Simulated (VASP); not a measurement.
# HC20 in VASP: further runs

HC20 is run at these levels: PBE+D3(BJ); tasks: single point.

Program: VASP 6.6.1. These are calculated values, not measurements. Logs are shortened: lines on timing, memory, paths and dates and some standing lists are left out, and cuts for length are marked.

## Step 1: The cell of the first run

The cell holds a slab with vacuum, 21 atoms: a = 4.929 Å, b = 6.805 Å, c = 22.235 Å, α = 90.00°, β = 90.00°, γ = 90.00°.

## Step 2: Single point, PBE+D3(BJ)

INCAR reads:

```
PREC = Accurate
ENCUT = 520
EDIFF = 1E-6
ISMEAR = 0
SIGMA = 0.1
LREAL = Auto
LASPH = T
NELM = 60
ALGO = Normal
ISIF = 2
LWAVE = F
LCHARG = F
LDIPOL = T
IDIPOL = 3
DIPOL = 0.5 0.5 0.303
GGA = PE
IVDW = 12
NBANDS = 56
```

KPOINTS reads:

```
regular mesh
0
Gamma
  6 4 1
```

POSCAR reads:

```
HC20
1.0
    4.9292027291      0.0000000000      0.0000000000
    0.0000000000      6.8054113579      0.0000000000
    0.0000000000      0.0000000000     22.2346643469
C H
20 1
Direct
    0.3122885183      0.2500141188      0.1798992752
    0.8122885183      0.2500141188      0.1798992752
    0.0622635010      0.2500141188      0.2119095571
    0.5622635010      0.2500141188      0.2119095571
    0.1871989222      0.7499858812      0.2279080302
    0.6871989222      0.7499858812      0.2279080302
    0.4371739048      0.7499858812      0.2599183120
    0.9371739048      0.7499858812      0.2599183120
    0.0621093260      0.2500141188      0.2759167852
    0.5621093260      0.2500141188      0.2759167852
    0.3120409925      0.2500133946      0.3071026518
    0.8120409925      0.2500133946      0.3071026518
    0.4371093881      0.7499905632      0.3309339292
    0.9371093881      0.7499905632      0.3309339292
    0.1866551682      0.7499900467      0.3565506911
    0.6866551682      0.7499900467      0.3565506911
    0.3119519864      0.2500147752      0.3740490919
    0.8119519864      0.2500147752      0.3740490919
    0.0621664184      0.2500173699      0.4018349100
    0.5621664184      0.2500173699      0.4018349100
    0.4788330851      0.5833507033      0.5142719570
```

Potentials or basis: VASP PAW PBE potentials, release 64 (C, H).

On the command line:

```sh
cat potpaw_PBE.64/C/POTCAR potpaw_PBE.64/H/POTCAR > POTCAR
mpirun -np 1 vasp_std > vasp.out
```

OUTCAR:

```text
PREC = Accurate
   ENCUT = 520
   EDIFF = 1E-6
   ISMEAR = 0
   LREAL = Auto
   LASPH = T
   NELM = 60
   ISIF = 2
   GGA = PE
   IVDW = 12
 IVDW          = 12

 ion  position               nearest neighbor table
   1  0.312  0.250  0.180-   4 1.42   3 1.42
   2  0.812  0.250  0.180-   3 1.42   4 1.42
   3  0.062  0.250  0.212-   2 1.42   9 1.42   1 1.42
   4  0.562  0.250  0.212-   1 1.42  10 1.42   2 1.42
   5  0.187  0.750  0.228-   7 1.42   8 1.42
   6  0.687  0.750  0.228-   8 1.42   7 1.42
   7  0.437  0.750  0.260-   5 1.42   6 1.42  13 1.58
   8  0.937  0.750  0.260-   6 1.42   5 1.42  14 1.58
   9  0.062  0.250  0.276-  11 1.41  12 1.41   3 1.42
  10  0.562  0.250  0.276-  12 1.41  11 1.41   4 1.42
  11  0.312  0.250  0.307-   9 1.41  10 1.41  17 1.49
  12  0.812  0.250  0.307-  10 1.41   9 1.41  18 1.49
  13  0.437  0.750  0.331-  16 1.36  15 1.36   7 1.58
  14  0.937  0.750  0.331-  15 1.36  16 1.36   8 1.58
  15  0.187  0.750  0.357-  14 1.36  13 1.36
  16  0.687  0.750  0.357-  13 1.36  14 1.36
  17  0.312  0.250  0.374-  19 1.38  20 1.38  11 1.49
  18  0.812  0.250  0.374-  20 1.38  19 1.38  12 1.49
  19  0.062  0.250  0.402-  17 1.38  18 1.38
  20  0.562  0.250  0.402-  18 1.38  17 1.38
  21  0.479  0.583  0.514-

  LATTYP: Found a simple orthorhombic cell.
 ALAT       =     4.9292027291
 B/A-ratio  =     1.3806312566
 C/A-ratio  =     4.5108033832

  Lattice vectors:

 A1 = (   4.9292027291,   0.0000000000,   0.0000000000)
 A2 = (   0.0000000000,   6.8054113579,   0.0000000000)
 A3 = (   0.0000000000,   0.0000000000,  22.2346643469)

Analysis of symmetry for initial positions (statically):
=====================================================================
 Subroutine PRICEL returns:
 Original cell was already a primitive cell.

 Routine SETGRP: Setting up the symmetry group for a
 simple orthorhombic supercell.

 Subroutine GETGRP returns: Found  1 space group operations
 (whereof  1 operations were pure point group operations)
 out of a pool of  8 trial point group operations.

The static configuration has the point symmetry C_1 .

Analysis of symmetry for dynamics (positions and initial velocities):
=====================================================================
 Subroutine PRICEL returns:
 Original cell was already a primitive cell.

 Routine SETGRP: Setting up the symmetry group for a
 simple orthorhombic supercell.

 Subroutine GETGRP returns: Found  1 space group operations
 (whereof  1 operations were pure point group operations)
 out of a pool of  8 trial point group operations.

The dynamic configuration has the point symmetry C_1 .

 Subroutine INISYM returns: Found  1 space group operations
 (whereof  1 operations are pure point group operations),
 and found     1 'primitive' translations

----------------------------------------------------------------------------------------

                                     Primitive cell

  volume of cell :     745.8674

  direct lattice vectors                    reciprocal lattice vectors
     4.929202729  0.000000000  0.000000000     0.202872565  0.000000000  0.000000000
     0.000000000  6.805411358  0.000000000     0.000000000  0.146941889  0.000000000
     0.000000000  0.000000000 22.234664347     0.000000000  0.000000000  0.044974819

  length of vectors
     4.929202729  6.805411358 22.234664347     0.202872565  0.146941889  0.044974819

  position of ions in fractional coordinates (direct lattice)
     0.312288518  0.250014119  0.179899275
     0.812288518  0.250014119  0.179899275
     0.062263501  0.250014119  0.211909557
     0.562263501  0.250014119  0.211909557
     0.187198922  0.749985881  0.227908030
     0.687198922  0.749985881  0.227908030
[... 13 lines left out ...]
     0.562166418  0.250017370  0.401834910
     0.478833085  0.583350703  0.514271957

  ion indices of the primitive-cell ions
   primitive index   ion index
                 1           1
                 2           2
                 3           3
                 4           4
                 5           5
                 6           6
[... 13 lines left out ...]
                20          20
                21          21

----------------------------------------------------------------------------------------

 KPOINTS: regular mesh

Automatic generation of k-mesh.
 Grid dimensions read from file:
 generate k-points for:    6    4    1

 Generating k-lattice:

  Cartesian coordinates                     Fractional coordinates (reciprocal lattice)
     0.033812094  0.000000000  0.000000000     0.166666667  0.000000000  0.000000000
     0.000000000  0.036735472  0.000000000     0.000000000  0.250000000  0.000000000
     0.000000000  0.000000000  0.044974819     0.000000000  0.000000000  1.000000000

  Length of vectors
     0.033812094  0.036735472  0.044974819

  Shift w.r.t. Gamma in fractional coordinates (k-lattice)
     0.000000000  0.000000000  0.000000000

 Subroutine IBZKPT returns following result:
 ===========================================

 Found     14 irreducible k-points:

 Following reciprocal coordinates:
            Coordinates               Weight
  0.000000  0.000000  0.000000      1.000000
  0.166667  0.000000  0.000000      2.000000
  0.333333  0.000000  0.000000      2.000000
  0.500000  0.000000  0.000000      1.000000
  0.000000  0.250000  0.000000      2.000000
  0.166667  0.250000  0.000000      2.000000
  0.166667 -0.250000  0.000000      2.000000
  0.333333  0.250000  0.000000      2.000000
  0.333333 -0.250000  0.000000      2.000000
  0.500000  0.250000  0.000000      2.000000
  0.000000  0.500000  0.000000      1.000000
  0.166667  0.500000  0.000000      2.000000
  0.333333  0.500000  0.000000      2.000000
  0.500000  0.500000  0.000000      1.000000
   k-points           NKPTS =     14   k-points in BZ     NKDIM =     14   number of bands    NBANDS=     56
   number of dos      NEDOS =    301   number of ions     NIONS =     21
   total plane-waves  NPLWV = 362880
   dimension x,y,z NGX =    40 NGY =   54 NGZ =  168
   dimension x,y,z NGXF=    80 NGYF=  108 NGZF=  336
   ions per type =              20   1
   NGX,Y,Z   is equivalent  to a cutoff of  13.49, 13.19, 12.56 a.u.
   NGXF,Y,Z  is equivalent  to a cutoff of  26.98, 26.38, 25.12 a.u.
 SYSTEM =  unknown system
   PREC   = accura    normal or accurate (medium, high low for compatibility)
   ISTART =      0    job   : 0-new  1-cont  2-samecut
   ICHARG =      2    charge: 1-file 2-atom 10-const
   ISPIN  =      1    spin polarized calculation?
   LNONCOLLINEAR =      F non collinear calculations
   LSORBIT =      F    spin-orbit coupling
   LASPH  =      T    aspherical Exc in radial PAW
   ENCUT  =  520.0 eV  38.22 Ry    6.18 a.u.   9.17 12.65 41.34*2*pi/ulx,y,z
   NELM   =     60;   NELMIN=  2; NELMDL= -5     # of ELM steps
   EDIFF  = 0.1E-05   stopping-criterion for ELM
   LREAL  =      T    real-space projection
   EDIFFG = 0.1E-04   stopping-criterion for IOM
   NSW    =      0    number of steps for IOM
   IBRION =     -1    ionic relax: 0-MD 1-quasi-New 2-CG
   NFREE  =      0    steps in history (QN), initial steepest desc. (CG)
   ISIF   =      2    stress and relaxation
   ISYM   =      2    0-nonsym 1-usesym 2-fastsym
   POTIM  = 0.5000    time-step for ionic-motion
   TEBEG  =    0.0;   TEEND  =   0.0 temperature during run
   PSTRESS=    0.0 pullay stress
   NELECT =      81.0000    total number of electrons
   NUPDOWN=      -1.0000    fix difference up-down
   EMIN   =  10.00;   EMAX   =-10.00  energy-range for DOS
   EFERMI =   0.00;   METHOD = LEGACY
   ISMEAR =     0;   SIGMA  =   0.10  broadening in eV -4-tet -1-fermi 0-gaus
   EFERMI_NEDOS =   21; number of points for ismear=-14 and -15
   IALGO  =     38    algorithm
   IMIX   =      4    mixing-type and parameters
     AMIX     =   0.40;   BMIX     =  1.00
     AMIX_MAG =   1.60;   BMIX_MAG =  1.00
  volume/ion in A,a.u.               =      35.52       239.68
  Fermi-wavevector in a.u.,A,eV,Ry     =   0.781057  1.475983  8.300231  0.610050
  Thomas-Fermi vector in A             =   1.884496
   LORBIT       =      0    0 simple, 1 ext, 2 COOP (PROOUT), +10 PAW based schemes
   GGA     = PE    functional components
   LHFCALC =     F    Hartree Fock is set to
   AEXX    =    0.0000 exact exchange contribution
   IVDW    =    12    specifies the selected vdW correction
   LEPSILON=     F    determine dielectric tensor
   LRPA    =     F    only Hartree local field effects (RPA)
 non-spin polarized calculation
 Gauss-broadening in eV      SIGMA  =   0.10
  energy-cutoff  :      520.00
  volume of cell :      745.87
 maximum number of plane-waves:     20120
 NGX is ok and might be reduce to    40
   NGX = 19   NGY = 25   NGZ = 83

 dipolmoment           0.000000      0.000000      0.421747 electrons x Angstroem

 number of electron      81.0000009 magnetization

 dipolmoment           0.000000      0.000000     -0.042161 electrons x Angstroem

 Free energy of the ion-electron system (eV)
  ---------------------------------------------------
  ext. energy  EPLUGINS =         0.00000000
  ---------------------------------------------------
  free energy    TOTEN  =      -160.52518796 eV

  energy without entropy =     -160.41224725  energy(sigma->0) =     -160.46871761

 E-fermi :  -4.0132     XC(G=0):  -3.4753

 val. band max:       -4.0204974012   @ k =   0.5000   0.0000   0.0000
 cond. band min:      -4.0094024740   @ k =   0.1667   0.5000   0.0000
 fundamental gap:      0.0110949271
 Fermi energy:        -4.0132063417

 k-point     1 :       0.0000    0.0000    0.0000
  band No.  band energies     occupation
      1     -22.6849      2.00000
      2     -21.6843      2.00000
      3     -20.9821      2.00000
      4     -19.0835      2.00000
      5     -18.6280      2.00000
      6     -18.5103      2.00000
[... 44 lines left out ...]
     51      -0.0104      0.00000
     52       1.2876      0.00000
[... 713 lines left out ...]
     51       1.6801      0.00000
     52       2.7929      0.00000
 [bands above 52 left out]

------------------------ aborting loop because EDIFF is reached ----------------------------------------

 vacuum level on the upper side and lower side of the slab       (xc-potential included)        -0.192         0.026

 Edisp (eV)   -2.17195

 E8    (eV) :    -0.6486

  FORCE on cell =-STRESS in cart. coord.  units (eV):
  Direction    XX          YY          ZZ          XY          YZ          ZX
  --------------------------------------------------------------------------------------
  -------------------------------------------------------------------------------------
  Total      -1.00485    -1.08207    -4.19941     0.07803    -0.58770     0.10517
  in kB      -2.15849    -2.32436    -9.02063     0.16762    -1.26242     0.22591
  external pressure =       -4.50 kB  Pullay stress =        0.00 kB

 VOLUME and BASIS-vectors are now :
 -----------------------------------------------------------------------------
  energy-cutoff  :      520.00
  volume of cell :      745.87
      direct lattice vectors                 reciprocal lattice vectors
     4.929202729  0.000000000  0.000000000     0.202872565  0.000000000  0.000000000
     0.000000000  6.805411358  0.000000000     0.000000000  0.146941889  0.000000000
     0.000000000  0.000000000 22.234664347     0.000000000  0.000000000  0.044974819

 POSITION                                       TOTAL-FORCE (eV/Angst)
 -----------------------------------------------------------------------------------
      1.53933      1.70145      4.00000        -0.086399      0.009574      1.943573
      4.00393      1.70145      4.00000        -0.008462     -0.001546      1.921195
      0.30691      1.70145      4.71174         0.045483     -0.008074     -3.322870
      2.77151      1.70145      4.71174         0.039201     -0.001651     -3.515837
      0.92274      5.10396      5.06746         0.057068     -0.000315      3.182940
      3.38734      5.10396      5.06746         0.067544      0.006658      3.199703
[... 13 lines left out ...]
      2.77103      1.70147      8.93466        -0.069694      0.328448      0.411989
      2.36027      3.96994     11.43466         0.046068     -0.312781     -0.379693
 -----------------------------------------------------------------------------------
    total drift:                               -0.020744      0.000007      0.008240

  FREE ENERGIE OF THE ION-ELECTRON SYSTEM (eV)
  ---------------------------------------------------
  free  energy   TOTEN  =      -162.6971377988 eV

  energy  without entropy=     -162.5841970826  energy(sigma->0) =     -162.64066744

 vacuum level on the upper side and lower side of the slab         2.412         2.642
```

It took 12 min on 1 thread of AMD EPYC 9R45 (Zen 5), shared host; peak memory 0.87 GiB.

Results:

* Free energy: -162.6971 eV
* Largest force: 3.516 eV/Å
* Band gap on the k mesh: zero (an odd number of electrons rules out a gap without spin polarisation)
* Dispersion energy per atom: -0.103 eV

Forces in eV/Å, atoms in the order of the input:
```
C   -0.086  0.010  1.944
C   -0.008 -0.002  1.921
C    0.045 -0.008 -3.323
C    0.039 -0.002 -3.516
C    0.057  0.000  3.183
C    0.068  0.007  3.200
C   -0.073  0.002 -3.141
C   -0.053 -0.002 -3.187
C    0.015 -0.013  1.369
C   -0.009  0.009  1.438
C   -0.029 -0.063  0.153
C    0.023 -0.035  0.121
C   -0.005 -0.002 -0.007
C    0.010 -0.009  0.036
C    0.005  0.006 -0.006
C   -0.017 -0.013  0.039
C   -0.061  0.017 -0.169
C    0.078  0.031 -0.104
C    0.025  0.053  0.018
C   -0.070  0.328  0.412
H    0.046 -0.313 -0.380
```

Levels at points of the mesh, in eV from the Fermi level:
| k point | band 37 | band 38 | band 39 | band 40 | band 41 | band 42 | band 43 | band 44 |
| --- | --- | --- | --- | --- | --- | --- | --- | --- |
| (0.00, 0.00, 0.00) | -0.49 | -0.37 | -0.30 | -0.03 | 0.18 | 0.21 | 0.63 | 0.74 |
| (0.50, 0.00, 0.00) | -0.82 | -0.80 | -0.24 | -0.06 | -0.01 | 0.06 | 0.28 | 0.59 |
| (0.00, 0.50, 0.00) | -0.49 | -0.36 | -0.30 | -0.02 | 0.12 | 0.26 | 0.65 | 0.73 |
| (0.50, 0.50, 0.00) | -0.76 | -0.74 | -0.20 | -0.05 | -0.02 | 0.06 | 0.25 | 0.63 |

Caveat: an odd number of electrons without spin polarisation forces a metal; a magnetic or distorted state may lie lower.

## Step 3: Single point, PBE+D3(BJ)

INCAR reads:

```
  PREC = Accurate
  ENCUT = 520
  EDIFF = 1E-6
  ISMEAR = 0
  SIGMA = 0.1
  LREAL = Auto
  LASPH = True
  NELM = 60
  ALGO = Fast
  ISIF = 2
  LWAVE = False
  LCHARG = False
  LDIPOL = True
  IDIPOL = 3
  DIPOL = 0.5 0.5 0.303
  GGA = PE
  IVDW = 12
  NBANDS = 56
```

KPOINTS is that of step 2.

Edit POSCAR of step 2 so:

```diff
@@ -28,2 +28,2 @@
     0.5621664184      0.2500173699      0.4018349100
-    0.4788330851      0.5833507033      0.5142719570
+    0.3121664184      0.5833507033      0.5142719570
```

Potentials or basis: VASP PAW PBE potentials, release 64 (C, H).

On the command line:

```sh
cat potpaw_PBE.64/C/POTCAR potpaw_PBE.64/H/POTCAR > POTCAR
mpirun -np 1 vasp_std > vasp.out
```

It took 33 min on 1 thread of Oxide Virtual Turin-like, shared host; peak memory 0.86 GiB.

It converged, with:

```
Free energy                : -162.6760 eV
Largest force              : 3.415 eV/Å
Band gap on the k mesh     : zero (an odd number of electrons rules out a gap without spin polarisation)
Dispersion energy per atom : -0.103 eV
```

Forces in eV/Å, atoms in the order of the input:
```
C   -0.045  0.009  1.954
C   -0.051 -0.002  1.908
C    0.054 -0.002 -3.415
C    0.032 -0.007 -3.415
C    0.058  0.008  3.210
C    0.069 -0.004  3.171
C   -0.030  0.003 -3.153
C   -0.094  0.000 -3.186
C    0.028 -0.003  1.395
C   -0.027  0.000  1.399
C   -0.001 -0.080  0.174
C    0.003 -0.015  0.106
C    0.029 -0.002  0.003
C   -0.023 -0.007  0.036
C    0.013 -0.027  0.102
C   -0.004  0.008 -0.048
C    0.006  0.001 -0.225
C   -0.003  0.038 -0.050
C    0.112  0.166  0.188
C   -0.111  0.168  0.192
H   -0.014 -0.253 -0.344
```

Levels at points of the mesh, in eV from the Fermi level:
```tsv
k point	band 37	band 38	band 39	band 40	band 41	band 42	band 43	band 44	band 45	band 46
(0.00, 0.00, 0.00)	-0.45	-0.38	-0.30	-0.03	0.17	0.22	0.63	0.74	0.89	1.49
(0.50, 0.00, 0.00)	-0.82	-0.79	-0.21	-0.06	-0.01	0.06	0.27	0.59	0.62	2.96
(0.00, 0.50, 0.00)	-0.45	-0.37	-0.30	-0.02	0.12	0.26	0.65	0.73	1.05	1.10
(0.50, 0.50, 0.00)	-0.76	-0.73	-0.17	-0.05	-0.02	0.06	0.24	0.63	0.66	3.02
```

Caveat: an odd number of electrons without spin polarisation forces a metal; a magnetic or distorted state may lie lower.

## Step 4: Single point, PBE+D3(BJ)

INCAR reads:

```
PREC     = Accurate       # precision mode
ENCUT    = 520            # plane-wave cutoff, eV
EDIFF    = 1E-6           # SCF threshold, eV
ISMEAR   = 0              # smearing method
SIGMA    = 0.1            # smearing width, eV
LREAL    = Auto         
LASPH    = True           # aspherical terms in the spheres
NELM     = 80             # most SCF steps
ALGO     = Fast           # electronic algorithm
ISIF     = 2              # what is computed and relaxed
LWAVE    = False          # write WAVECAR
LCHARG   = False          # write CHGCAR
LDIPOL   = True         
IDIPOL   = 3            
DIPOL    = 0.5 0.5 0.303
GGA      = PE             # functional
IVDW     = 12             # dispersion correction
NBANDS   = 56             # bands
```

KPOINTS is that of step 3.

Edit POSCAR of step 3 so:

```diff
@@ -28,2 +28,2 @@
     0.5621664184      0.2500173699      0.4018349100
-    0.3121664184      0.5833507033      0.5142719570
+    0.3954997517      0.4166840366      0.5142719570
```

On the command line:

```sh
cat potpaw_PBE.64/C/POTCAR potpaw_PBE.64/H/POTCAR > POTCAR
mpirun -np 1 vasp_std > vasp.out
```

It took 32 min on 1 thread of Oxide Virtual Turin-like, shared host; peak memory 0.86 GiB.

Results (log left out):

```yaml
Free_energy: -163.2075 eV
Largest_force: 3.636 eV/Å
Band_gap_on_the_k_mesh: zero (an odd number of electrons rules out a gap without spin polarisation)
Dispersion_energy_per_atom: -0.104 eV
```

Forces in eV/Å, atoms in the order of the input:
```
C   -0.130  0.022  2.128
C    0.032 -0.003  2.017
C    0.035 -0.004 -3.263
C    0.050 -0.006 -3.636
C    0.070  0.001  3.201
C    0.062  0.002  3.198
C   -0.064  0.000 -3.188
C   -0.068 -0.001 -3.188
C    0.035 -0.009  1.178
C   -0.023  0.004  1.307
C   -0.059 -0.127  0.433
C    0.031 -0.041  0.267
C    0.007 -0.006  0.037
C    0.004 -0.006  0.021
C   -0.003  0.006 -0.006
C   -0.008  0.004 -0.018
C   -0.134 -0.015 -0.566
C    0.171  0.050 -0.332
C    0.134  0.171  0.384
C   -0.333  0.532  1.070
H    0.192 -0.573 -1.043
```

Levels at points of the mesh, in eV from the Fermi level:
```tsv
k point	band 36	band 37	band 38	band 39	band 40	band 41	band 42	band 43	band 44	band 45
(0.00, 0.00, 0.00)	-1.15	-0.73	-0.44	-0.33	0.02	0.17	0.21	0.61	0.87	0.95
(0.50, 0.00, 0.00)	-1.64	-0.82	-0.80	-0.58	-0.08	-0.06	0.05	0.59	0.59	0.61
(0.00, 0.50, 0.00)	-1.17	-0.73	-0.44	-0.33	0.03	0.11	0.26	0.61	0.94	1.02
(0.50, 0.50, 0.00)	-1.64	-0.75	-0.74	-0.58	-0.07	-0.06	0.04	0.58	0.63	0.65
```

Caveat: an odd number of electrons without spin polarisation forces a metal; a magnetic or distorted state may lie lower.

## Step 5: The runs side by side

| cell | gap on the mesh (eV) | largest force (eV/Å) |
| --- | --- | --- |
| as given, atomic positions A | none | 3.52 |
| as given, atomic positions B | none | 3.42 |
| as given, atomic positions C | none | 3.64 |

Alike in all rows: task single point; level PBE+D3(BJ); potentials or basis VASP PAW PBE potentials, release 64 (C, H); no spin polarisation; k mesh 6 × 4 × 1; cutoff (eV) 520; smearing gaussian 0.1 eV.

Caveats: an odd number of electrons without spin polarisation forces a metal; a magnetic or distorted state may lie lower.

Absolute energies hang on the potentials; compare differences alone.
